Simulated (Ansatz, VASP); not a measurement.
# One calculation of CdTe, two programs

Contents of INCAR:

```
PREC     = Accurate       # precision mode
ENCUT    = 520            # plane-wave cutoff, eV
EDIFF    = 1E-6           # SCF threshold, eV
ISMEAR   = -1             # smearing method
SIGMA    = 0.05           # smearing width, eV
LREAL    = F              # projectors in reciprocal space
LASPH    = T              # aspherical terms in the spheres
NELM     = 100            # most SCF steps
ALGO     = Normal         # electronic algorithm
ISIF     = 2              # what is computed and relaxed
LWAVE    = F              # write WAVECAR
LCHARG   = F              # write CHGCAR
GGA      = PS             # functional
NBANDS   = 16             # bands
```

The input KPOINTS:

```
Automatic mesh
0
Gamma
  13 13 13
```

Contents of POSCAR:

```
CdTe
1.0
    0.0000000000      2.9380576322      2.9380576322
    2.9380576322      0.0000000000      2.9380576322
    2.9380576322      2.9380576322      0.0000000000
Cd Te
1 1
Direct
    0.0000000000      0.0000000000      0.0000000000
    0.5000000000      0.5000000000      0.5000000000
```

Input for Ansatz:

```yaml
crystal:
  lattice:
    - [0.0, 2.9380576322, 2.9380576322]
    - [2.9380576322, 0.0, 2.9380576322]
    - [2.9380576322, 2.9380576322, 0.0]
  atoms:
    - { symbol: Cd, position: [0.0, 0.0, 0.0] }
    - { symbol: Te, position: [0.5, 0.5, 0.5] }
kpoints:
  mp_grid: { grid: [13, 13, 13] }
scf:
  occupations: { method: fermi_dirac, width: 0.05 }
hamiltonian:
  xc: pbesol
  pseudopotentials: { kind: all_electron, lapw: { basis_error: 0.001 } }
output:
  forces: true
  stress: true
  eigenvalues: true
  populations: true
```

Change from the starting cell: volume scaled by 0.94, LAPW.

Alike in both runs: task single point; functional PBEsol; k mesh 13 × 13 × 13; occupations fermi-dirac, width 0.05 eV; no spin polarisation.

```csv
,VASP,Ansatz
version,VASP 6.6.1,Ansatz 0.2.0
potentials or method,"VASP PAW PBE potentials, release 64 (Cd, Te), cutoff 520 eV","all-electron LAPW, scalar-relativistic"
```

|  | VASP | Ansatz | Ansatz less VASP |
| --- | --- | --- | --- |
| pressure (GPa) | 4.4 | 4.1 | -0.31 |

VASP's potentials were made for PBE, not for PBEsol. Ansatz ran all-electron here, and VASP with PAW potentials.

Neither program's run includes spin-orbit coupling.
